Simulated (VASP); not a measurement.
Write the native input for VASP 6.6.1 that does the following.

```
Task                   : single point
Functional             : LDA
Potentials or basis    : VASP PAW LDA potentials, release 64 (Sn_d, Se)
Cutoff                 : 500 eV
k mesh                 : 6 × 6 × 4
Occupations            : gaussian, width 0.05 eV
Spin                   : no spin polarisation
Dipole correction      : no
Further INCAR settings : ALGO = Normal; EDIFF = 1e-06; NBANDS = 28
```

The structure of SnSe lies in POSCAR:

```
SnSe
1.0
    3.7709090441      0.0000000000      0.0000000000
    0.0000000000      4.6088888317      0.0000000000
    0.0000000000      0.0000000000     10.9796229414
Sn Se
2 2
Direct
    0.5000000000      0.0000000000      0.3781633338
    0.0000000000      0.5000000000      0.6218366662
    0.5000000000      0.0000000000      0.6217782129
    0.0000000000      0.5000000000      0.3782217871
```

This cell differs from its parent crystal: strain -0.1000 x Voigt [1, -1, 0, 0, 0, 0].

The input as run:

INCAR

```
SYSTEM = SnSe
PREC = Accurate ; ENCUT = 500
EDIFF = 1E-6 ; ISMEAR = 0
SIGMA = 0.05 ; LREAL = .FALSE.
LASPH = .TRUE. ; NELM = 120
ALGO = Normal ; ISIF = 2
LWAVE = .FALSE. ; LCHARG = .TRUE.
GGA = CA ; LELF = .TRUE.
LVHAR = .TRUE. ; NBANDS = 28
GGA_COMPAT = .FALSE.
```

KPOINTS

```
Automatic mesh
0
G
  6 6 4
  0 0 0
```

Potentials or basis: VASP PAW LDA potentials, release 64 (Sn_d, Se).

The run is started by

```bash
$ cat potpaw_LDA.64/Sn_d/POTCAR potpaw_LDA.64/Se/POTCAR > POTCAR
$ mpirun -np 1 vasp_std > vasp.out
```

It gave:

| Property | Result |
| --- | --- |
| Largest force | 0.092 eV/Å |
| Band gap on the k mesh | 0.14 eV, indirect (least direct gap 1.41 eV) |

Caveat: the cell differs from its parent crystal (strain -0.1000 x Voigt [1, -1, 0, 0, 0, 0]); spin-orbit coupling is left out, which moves the levels of the heavy elements.

Wall time 2.4 min on 1 thread of Intel(R) Xeon(R) 6975P-C (Granite Rapids), with other jobs on the host, peak memory 0.36 GiB.
